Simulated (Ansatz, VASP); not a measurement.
One calculation of ZnO, two programs

```xyz
2
Lattice="2.7881 0.0000 0.0000 0.0000 2.7881 0.0000 0.0000 0.0000 3.1413" Properties=species:S:1:pos:R:3 pbc="T T T"
Zn    0.0000    0.0000    0.0000
O     1.3941    1.3941    1.5707
```

Change from the starting cell: species swapped into the NbRu type (P4/mmm, No. 123).

Alike in both runs: task relaxation of cell and atoms; functional PBE; k mesh 6 × 6 × 6; occupations gaussian, width 0.1 eV; no spin polarisation.

```csv
,VASP,Ansatz
version,VASP 6.6.1,Ansatz 0.2.0
potentials or method,"VASP PAW PBE potentials, release 64 (Zn, O), cutoff 600 eV","scalar-relativistic, plane waves, PAW"
valence electrons in the cell,18,18
```

|  | VASP | Ansatz | Ansatz less VASP |
| --- | --- | --- | --- |
| gap on the k mesh at the Fermi level, each at its own relaxed structure (eV) | none | none | - |
| relaxed volume (Å³/atom) | 9.73 | 9.72 | -0.015 |
| relaxed cell length with the largest relative difference (Å) | 2.690 | 2.689 | -0.0015 |

A gap of «none» marks a metal or a gap that the smearing closes.

The k mesh is coarse, so the values compare programs but aren't converged. Noted on VASP's run: the volume moved by over 15 % at a fixed basis, so the end points are rough.
